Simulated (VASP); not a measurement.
# Al (Fm-3m) in VASP: further runs

The runs below take Al through single point, with PBE.

All numbers are computed with VASP 6.6.1; they aren't measurements. Logs are shortened: lines on timing, memory, paths and dates and some standing lists are left out, and cuts for length are marked.

### 1 The cell of the first run

Symmetry: Fm-3m, No. 225, cubic system. The conventional cell has a = 3.929 Å, b = 3.929 Å, c = 3.929 Å, α = 90.00°, β = 90.00°, γ = 90.00°. Al (site symmetry m-3m) has 12 Al at 2.78 Å within 3.7 Å.

### 2 Single point, PBE (volume scaled by 0.92)

Input file INCAR:

```
PREC     = Accurate       # precision mode
ENCUT    = 520            # plane-wave cutoff, eV
EDIFF    = 1E-7           # SCF threshold, eV
ISMEAR   = -1             # smearing method
SIGMA    = 0.1            # smearing width, eV
LREAL    = F              # projectors in reciprocal space
LASPH    = T              # aspherical terms in the spheres
NELM     = 100            # most SCF steps
ALGO     = Normal         # electronic algorithm
ISIF     = 2              # what is computed and relaxed
LWAVE    = F              # write WAVECAR
LCHARG   = T              # write CHGCAR
GGA      = PE             # functional
LELF     = T              # ELF
LVHAR    = T            
NBANDS   = 8              # bands
```

Input file KPOINTS:

```
Automatic mesh
0
Gamma
  22 22 22
```

Input file POSCAR:

```
Al
1.0
    0.0000000000      1.9645935426      1.9645935426
    1.9645935426      0.0000000000      1.9645935426
    1.9645935426      1.9645935426      0.0000000000
Al
1
Direct
    0.0000000000      0.0000000000      0.0000000000
```

Potentials or basis: VASP PAW PBE potentials, release 64 (Al).

The run is started by

```bash
cat potpaw_PBE.64/Al/POTCAR > POTCAR
mpirun -np 1 vasp_std > vasp.out
```

OUTCAR:

```text
PREC = Accurate
   ENCUT = 520
   EDIFF = 1E-7
   ISMEAR = -1
   LREAL = F
   LASPH = T
   NELM = 100
   ISIF = 2
   GGA = PE

 ion  position               nearest neighbor table
   1  0.000  0.000  0.000-

  LATTYP: Found a face centered cubic cell.
 ALAT       =     3.9291870852

  Lattice vectors:

 A1 = (   0.0000000000,   1.9645935426,   1.9645935426)
 A2 = (   1.9645935426,   0.0000000000,   1.9645935426)
 A3 = (   1.9645935426,   1.9645935426,   0.0000000000)

Analysis of symmetry for initial positions (statically):
=====================================================================
 Subroutine PRICEL returns:
 Original cell was already a primitive cell.

 Routine SETGRP: Setting up the symmetry group for a
 face centered cubic supercell.

 Subroutine GETGRP returns: Found 48 space group operations
 (whereof 48 operations were pure point group operations)
 out of a pool of 48 trial point group operations.

The static configuration has the point symmetry O_h .

Analysis of symmetry for dynamics (positions and initial velocities):
=====================================================================
 Subroutine PRICEL returns:
 Original cell was already a primitive cell.

 Routine SETGRP: Setting up the symmetry group for a
 face centered cubic supercell.

 Subroutine GETGRP returns: Found 48 space group operations
 (whereof 48 operations were pure point group operations)
 out of a pool of 48 trial point group operations.

The dynamic configuration has the point symmetry O_h .

 Subroutine INISYM returns: Found 48 space group operations
 (whereof 48 operations are pure point group operations),
 and found     1 'primitive' translations

----------------------------------------------------------------------------------------

                                     Primitive cell

  volume of cell :      15.1652

  direct lattice vectors                    reciprocal lattice vectors
     0.000000000  1.964593543  1.964593543    -0.254505570  0.254505570  0.254505570
     1.964593543  0.000000000  1.964593543     0.254505570 -0.254505570  0.254505570
     1.964593543  1.964593543  0.000000000     0.254505570  0.254505570 -0.254505570

  length of vectors
     2.778354832  2.778354832  2.778354832     0.440816579  0.440816579  0.440816579

  position of ions in fractional coordinates (direct lattice)
     0.000000000  0.000000000  0.000000000

  ion indices of the primitive-cell ions
   primitive index   ion index
                 1           1

----------------------------------------------------------------------------------------

 KPOINTS: Automatic mesh

Automatic generation of k-mesh.
 Grid dimensions read from file:
 generate k-points for:   22   22   22

 Generating k-lattice:

  Cartesian coordinates                     Fractional coordinates (reciprocal lattice)
    -0.011568435  0.011568435  0.011568435     0.045454545  0.000000000  0.000000000
     0.011568435 -0.011568435  0.011568435     0.000000000  0.045454545  0.000000000
     0.011568435  0.011568435 -0.011568435     0.000000000  0.000000000  0.045454545

  Length of vectors
     0.020037117  0.020037117  0.020037117

  Shift w.r.t. Gamma in fractional coordinates (k-lattice)
     0.000000000  0.000000000  0.000000000

 Subroutine IBZKPT returns following result:
 ===========================================

 Found    328 irreducible k-points:

 Following reciprocal coordinates:
            Coordinates               Weight
  0.000000  0.000000  0.000000      1.000000
  0.045455  0.000000  0.000000      8.000000
  0.090909  0.000000  0.000000      8.000000
  0.136364  0.000000  0.000000      8.000000
  0.181818  0.000000  0.000000      8.000000
  0.227273  0.000000  0.000000      8.000000
[... 16 lines left out ...]
  0.500000  0.045455  0.000000     24.000000
 -0.454545  0.045455  0.000000     24.000000
 [... further k-points ...]
   k-points           NKPTS =    328   k-points in BZ     NKDIM =    328   number of bands    NBANDS=      8
   number of dos      NEDOS =    301   number of ions     NIONS =      1
   total plane-waves  NPLWV =  13824
   dimension x,y,z NGX =    24 NGY =   24 NGZ =   24
   dimension x,y,z NGXF=    48 NGYF=   48 NGZF=   48
   ions per type =               1
   NGX,Y,Z   is equivalent  to a cutoff of  14.36, 14.36, 14.36 a.u.
   NGXF,Y,Z  is equivalent  to a cutoff of  28.72, 28.72, 28.72 a.u.
 SYSTEM =  unknown system
   PREC   = accura    normal or accurate (medium, high low for compatibility)
   ISTART =      0    job   : 0-new  1-cont  2-samecut
   ICHARG =      2    charge: 1-file 2-atom 10-const
   ISPIN  =      1    spin polarized calculation?
   LNONCOLLINEAR =      F non collinear calculations
   LSORBIT =      F    spin-orbit coupling
   LASPH  =      T    aspherical Exc in radial PAW
   ENCUT  =  520.0 eV  38.22 Ry    6.18 a.u.   5.17  5.17  5.17*2*pi/ulx,y,z
   NELM   =    100;   NELMIN=  2; NELMDL= -5     # of ELM steps
   EDIFF  = 0.1E-06   stopping-criterion for ELM
   LREAL  =      F    real-space projection
   EDIFFG = 0.1E-05   stopping-criterion for IOM
   NSW    =      0    number of steps for IOM
   IBRION =     -1    ionic relax: 0-MD 1-quasi-New 2-CG
   NFREE  =      0    steps in history (QN), initial steepest desc. (CG)
   ISIF   =      2    stress and relaxation
   ISYM   =      2    0-nonsym 1-usesym 2-fastsym
   POTIM  = 0.5000    time-step for ionic-motion
   TEBEG  =    0.0;   TEEND  =   0.0 temperature during run
   PSTRESS=    0.0 pullay stress
   NELECT =       3.0000    total number of electrons
   NUPDOWN=      -1.0000    fix difference up-down
   EMIN   =  10.00;   EMAX   =-10.00  energy-range for DOS
   EFERMI =   0.00;   METHOD = LEGACY
   ISMEAR =    -1;   SIGMA  =   0.10  broadening in eV -4-tet -1-fermi 0-gaus
   EFERMI_NEDOS =   21; number of points for ismear=-14 and -15
   IALGO  =     38    algorithm
   IMIX   =      4    mixing-type and parameters
     AMIX     =   0.40;   BMIX     =  1.00
     AMIX_MAG =   1.60;   BMIX_MAG =  1.00
  volume/ion in A,a.u.               =      15.17       102.34
  Fermi-wavevector in a.u.,A,eV,Ry     =   0.953892  1.802594 12.380076  0.909910
  Thomas-Fermi vector in A             =   2.082589
   LORBIT       =      0    0 simple, 1 ext, 2 COOP (PROOUT), +10 PAW based schemes
   GGA     = PE    functional components
   LHFCALC =     F    Hartree Fock is set to
   AEXX    =    0.0000 exact exchange contribution
   IVDW    =     0    specifies the selected vdW correction
   LEPSILON=     F    determine dielectric tensor
   LRPA    =     F    only Hartree local field effects (RPA)
 non-spin polarized calculation
  energy-cutoff  :      520.00
  volume of cell :       15.17
 maximum number of plane-waves:       420
 NGX is ok and might be reduce to    24
   NGX = 11   NGY = 11   NGZ = 11

 number of electron       3.0000000 magnetization

 Free energy of the ion-electron system (eV)
  ---------------------------------------------------
  ext. energy  EPLUGINS =         0.00000000
  ---------------------------------------------------
  free energy    TOTEN  =        -3.72324414 eV

  energy without entropy =       -3.71143561  energy(sigma->0) =       -3.71733988

 E-fermi :   8.8986     XC(G=0): -10.5056

 val. band max:        8.8913089814   @ k =  -0.4091   0.3636   0.0000
 cond. band min:       8.9413933892   @ k =   0.4545   0.1818   0.0909
 fundamental gap:      0.0500844078
 Fermi energy:         8.8985731834

 k-point     1 :       0.0000    0.0000    0.0000
  band No.  band energies     occupation
      1      -2.8214      2.00000
      2      22.0069      0.00000
      3      22.0069      0.00000
      4      22.0069      0.00000
      5      24.1618      0.00000
      6      24.1618      0.00000
      7      24.1618      0.00000
      8      26.0001      0.00000

 k-point     2 :       0.0455    0.0000    0.0000
  band No.  band energies     occupation
      1      -2.7620      2.00000
      2      20.9146      0.00000
      3      21.8336      0.00000
      4      21.8336      0.00000
      5      24.4307      0.00000
      6      24.4307      0.00000
      7      24.5444      0.00000
      8      26.6658      0.00000

 k-point     3 :       0.0909    0.0000    0.0000
  band No.  band energies     occupation
      1      -2.5839      2.00000
      2      19.0739      0.00000
      3      21.4712      0.00000
      4      21.4712      0.00000
      5      24.6171      0.00000
      6      25.0731      0.00000
      7      25.0731      0.00000
      8      28.0723      0.00000

 k-point     4 :       0.1364    0.0000    0.0000
  band No.  band energies     occupation
      1      -2.2877      2.00000
      2      17.1498      0.00000
      3      21.0944      0.00000
      4      21.0944      0.00000
      5      24.4760      0.00000
      6      25.8493      0.00000
      7      25.8493      0.00000
      8      27.1679      0.00000

 k-point     5 :       0.1818    0.0000    0.0000
  band No.  band energies     occupation
      1      -1.8742      2.00000
      2      15.2514      0.00000
      3      20.7707      0.00000
      4      20.7707      0.00000
      5      24.2922      0.00000
      6      25.8233      0.00000
      7      25.8233      0.00000
      8      27.1956      0.00000
[... 177 lines left out ...]
 k-point    22 :       0.4545    0.0455    0.0000
  band No.  band energies     occupation
      1       2.6619      2.00000
      2       6.0069      2.00000
      3      19.6374      0.00000
      4      20.1126      0.00000
      5      21.0883      0.00000
      6      22.6476      0.00000
      7      25.0936      0.00000
      8      26.1462      0.00000

 k-point    23 :       0.5000    0.0455    0.0000
  band No.  band energies     occupation
      1       3.7791      2.00000
      2       4.7182      2.00000
      3      19.6966      0.00000
      4      19.9205      0.00000
      5      21.3438      0.00000
      6      22.2013      0.00000
      7      25.2855      0.00000
      8      25.7846      0.00000

 k-point    24 :      -0.4545    0.0455    0.0000
  band No.  band energies     occupation
      1       3.4078      2.00000
      2       5.1238      2.00000
      3      19.3552      0.00000
      4      20.2993      0.00000
      5      21.7236      0.00000
      6      21.8554      0.00000
      7      25.0922      0.00000
      8      26.0055      0.00000

 [... further k-points ...]
[... 5 lines left out ...]
  --------------------------------------------------------------------------------------
  -------------------------------------------------------------------------------------
  Total        0.7480766      0.7480766      0.7480766      0.0000000     -0.0000000      0.0000000
  in kB       79.0330142     79.0330142     79.0330142      0.0000000     -0.0000000      0.0000000
  external PRESSURE =      79.0330142 kB  Pullay stress =       0.0000000 kB

 VOLUME and BASIS-vectors are now :
 -----------------------------------------------------------------------------
  energy-cutoff  :      520.00
  volume of cell :       15.17
      direct lattice vectors                 reciprocal lattice vectors
     0.000000000  1.964593543  1.964593543    -0.254505570  0.254505570  0.254505570
     1.964593543  0.000000000  1.964593543     0.254505570 -0.254505570  0.254505570
     1.964593543  1.964593543  0.000000000     0.254505570  0.254505570 -0.254505570

 POSITION                                       TOTAL-FORCE (eV/Angst)
 -----------------------------------------------------------------------------------
      0.00000      0.00000      0.00000         0.000000      0.000000     -0.000000
 -----------------------------------------------------------------------------------
    total drift:                               -0.000000      0.000000     -0.000000

  FREE ENERGIE OF THE ION-ELECTRON SYSTEM (eV)
  ---------------------------------------------------
  free  energy   TOTEN  =        -3.7232441358 eV

  energy  without entropy=       -3.7114356149  energy(sigma->0) =       -3.71733988
```

Run time: 90 s. Hardware: 1 thread of AMD EPYC 7R13, shared host; peak memory 0.13 GiB.

Results:

```yaml
Free_energy: -3.7232 eV
Pressure: 7.9 GPa
```

Levels at points of the mesh, in eV from the Fermi level:
```tsv
k point	band 1	band 2	band 3	band 4	band 5	band 6
(0.00, 0.00, 0.00)	-11.72	13.11	13.11	13.11	15.26	15.26
(0.50, 0.00, 0.00)	-4.92	-4.49	11.87	11.87	12.35	12.35
(0.50, 0.50, 0.00)	-3.12	-1.62	5.29	6.02	6.02	9.92
```

### 3 Single point, PBE (volume scaled by 0.96)

Input file INCAR:

```
PREC = Accurate
ENCUT = 520
EDIFF = 1E-7
ISMEAR = -1
SIGMA = 0.1
LREAL = False
LASPH = True
NELM = 100
ALGO = Normal
ISIF = 2
LWAVE = False
LCHARG = False
GGA = PE
NBANDS = 8
```

Input file KPOINTS:

```
regular mesh
0
Gamma
  22 22 22
```

Input file POSCAR:

```
Al
1.0
    0.0000000000      1.9926629569      1.9926629569
    1.9926629569      0.0000000000      1.9926629569
    1.9926629569      1.9926629569      0.0000000000
Al
1
Direct
    0.0000000000      0.0000000000      0.0000000000
```

Potentials or basis: VASP PAW PBE potentials, release 64 (Al).

The run is started by

```bash
cat potpaw_PBE.64/Al/POTCAR > POTCAR
mpirun -np 1 vasp_std > vasp.out
```

Wall time 82 s (1 thread of AMD EPYC 7R13, shared host); peak memory 0.13 GiB.

It converged, with:

```yaml
Free_energy: -3.7465 eV
Pressure: 3.5 GPa
```

Levels at points of the mesh, in eV from the Fermi level:
| k point | band 1 | band 2 | band 3 | band 4 | band 5 |
| --- | --- | --- | --- | --- | --- |
| (0.00, 0.00, 0.00) | -11.41 | 12.87 | 12.87 | 12.87 | 14.68 |
| (0.50, 0.00, 0.00) | -4.75 | -4.42 | 11.67 | 11.67 | 11.88 |
| (0.50, 0.50, 0.00) | -3.01 | -1.60 | 5.28 | 5.81 | 5.81 |
